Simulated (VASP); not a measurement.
A run of VASP 6.6.1:

The input INCAR:

```
SYSTEM = Cr
ALGO     = Normal         ! electronic algorithm
EDIFF    = 1E-6           ! SCF threshold, eV
ENCUT    = 600            ! plane-wave cutoff, eV
GGA      = PE             ! functional
GGA_COMPAT= .False.      
ISIF     = 2              ! what is computed and relaxed
ISMEAR   = 0              ! smearing method
LASPH    = .True.         ! aspherical terms in the spheres
LCHARG   = .True.         ! write CHGCAR
LELF     = .True.         ! ELF
LREAL    = .False.        ! projectors in reciprocal space
LVHAR    = .True.       
LWAVE    = .False.        ! write WAVECAR
NBANDS   = 13             ! bands
NELM     = 120            ! most SCF steps
PREC     = Accurate       ! precision mode
SIGMA    = 0.1            ! smearing width, eV
```

KPOINTS

```
k-points
0
Gamma
  20 20 20
  0 0 0
```

Contents of POSCAR:

```
Cr
1.0
   -1.4239150041      1.4239150041      1.4239150041
    1.4239150041     -1.4239150041      1.4239150041
    1.4239150041      1.4239150041     -1.4239150041
Cr
1
Direct
    0.0000000000      0.0000000000      0.0000000000
```

Potentials or basis: VASP PAW PBE potentials, release 64 (Cr_sv).

Launch:

```bash
$ cat potpaw_PBE.64/Cr_sv/POTCAR > POTCAR
$ mpirun -np 1 vasp_std > vasp.out
```

Hardware: 1 thread of AMD EPYC 7R43 64-Core Processor (Zen 3), with other jobs on the host.

**Question.** How long does it take, and how much memory?

**Answer.** Run time: 47 s on 1 thread of AMD EPYC 7R43 64-Core Processor (Zen 3), with other jobs on the host, peak memory 0.11 GiB. Counts: scf iterations 12, k points 256.
